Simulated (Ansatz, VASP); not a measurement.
## HgTe: VASP beside Ansatz

```
Hg Te
1.0
     0.00000    3.23000    3.23000
     3.23000    0.00000    3.23000
     3.23000    3.23000    0.00000
Hg Te
1 1
Cartesian
  0.0000 0.0000 0.0000
  4.8450 4.8450 4.8450
```

Alike in both runs: task single point; functional PBE; k mesh 6 × 6 × 6; occupations fermi-dirac, width 0.01 eV; no spin polarisation.

```csv
,VASP,Ansatz
version,VASP 6.6.1,Ansatz 0.2.0
potentials or method,"VASP PAW PBE potentials, release 64 (Hg, Te), cutoff 500 eV","PAW, plane waves, scalar-relativistic"
valence electrons in the cell,18,36
```

Ansatz gave:

```
pressure (GPa) : 3.8
```

Q: Which values does VASP return?

A: Pressure (GPa): 3.9.

The functional is the same, so the differences come from potentials, cutoffs and numerics. VASP's potentials hold 18 valence electrons a cell and Ansatz's 36, so a difference there can come from the potentials and not from the codes.

Spin-orbit coupling is off throughout.
